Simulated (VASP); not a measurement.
Input of a VASP 6.6.1 run:

File INCAR:

```
ALGO = Fast
EDIFF = 1E-7
ENCUT = 520
GGA = PS
ISIF = 2
ISMEAR = 0
LASPH = True
LCHARG = False
LREAL = False
LWAVE = False
NBANDS = 24
NELM = 60
PREC = Accurate
SIGMA = 0.15
```

Contents of KPOINTS:

```
k-points
0
Gamma
  18 18 12
```

File POSCAR:

```
Al3Cu2
1.0
    3.8569167184      0.0000000000      0.0000000000
   -1.9284583592      3.3401878584      0.0000000000
    0.0000000000      0.0000000000      5.6260036708
Al Cu
3 2
Direct
    0.0000000000      0.0000000000      0.0000000000
    0.3333333333      0.6666666667      0.3515059809
    0.6666666667      0.3333333333      0.6484940191
    0.3333333333      0.6666666667      0.8422899817
    0.6666666667      0.3333333333      0.1577100183
```

Potentials or basis: VASP PAW PBE potentials, release 64 (Al, Cu).

Launch:

```console
$ cat potpaw_PBE.64/Al/POTCAR potpaw_PBE.64/Cu/POTCAR > POTCAR
$ mpirun -np 1 vasp_std > vasp.out
```

Q: What does it give for the largest force?

A: 0.382 eV/Å.

Q: Estimate the band gap on the k mesh.

A: Zero (an odd number of electrons rules out a gap without spin polarisation).

Q: What does it give for the pressure?

A: 4.2 GPa.

Forces on the atoms (eV/Å):
```
Al   0.000  0.000  0.000
Al   0.000  0.000 -0.031
Al   0.000  0.000  0.031
Cu   0.000  0.000 -0.382
Cu   0.000  0.000  0.382
```

Caveat: the cell stands under pressure; the PAW data sets were made with another functional, which shifts forces and pressure a little.
